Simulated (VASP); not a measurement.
Wanted: the native input for a VASP 6.6.1 run.

| Property | Result |
| --- | --- |
| Task | single point |
| Functional | PBE |
| Potentials or basis | VASP PAW PBE potentials, release 64 (In_d, Ge_d, O) |
| Cutoff | 520 eV |
| k mesh | 6 × 6 × 4 |
| Occupations | gaussian, width 0.1 eV |
| Spin | no spin polarisation |
| Dipole correction | no |
| Further INCAR settings | ALGO = Normal; EDIFF = 1e-07; NBANDS = 31 |

The structure of In2GeO lies in POSCAR:

```
In2GeO
1.0
    5.0182129668      0.0000000000      0.0000000000
   -2.5091064834      4.3458999108      0.0000000000
    0.0000000000      0.0000000000      3.9850390064
In Ge O
2 1 1
Direct
    0.3333333333      0.6666666667      0.7448533711
    0.6666666667      0.3333333333      0.2551466289
    0.0000000000      0.0000000000      0.0000000000
    0.0000000000      0.0000000000      0.5000000000
```

The cell was generated, and may not be a known phase.

One way to write it, as run:

INCAR

```
SYSTEM = In2GeO
PREC = Accurate
ENCUT = 520
EDIFF = 1E-7
ISMEAR = 0
SIGMA = 0.1
LREAL = .False.
LASPH = .True.
NELM = 60
ALGO = Normal
ISIF = 2
LWAVE = .False.
LCHARG = .False.
GGA = PE
NBANDS = 31
```

KPOINTS

```
regular mesh
0
Gamma
  6 6 4
  0 0 0
```

Potentials or basis: VASP PAW PBE potentials, release 64 (In_d, Ge_d, O).

The run is started by

```console
$ cat potpaw_PBE.64/In_d/POTCAR potpaw_PBE.64/Ge_d/POTCAR potpaw_PBE.64/O/POTCAR > POTCAR
$ mpirun -np 1 vasp_std > vasp.out
```

It gave:

```yaml
Pressure: 0.0 GPa
Largest_force: 0.009 eV/Å
Band_gap_on_the_k_mesh: zero (bands 23 and 24 overlap by 1.75 eV)
```

Caveat: the k points lie up to 0.39 Å⁻¹ apart, too coarse for converged energies and pressures of a metal; spin-orbit coupling is left out, which moves the levels of the heavy elements.

It took 68 s on 1 thread of Intel(R) Xeon(R) Platinum 8488C (Sapphire Rapids), with other jobs on the host, peak memory 0.24 GiB.
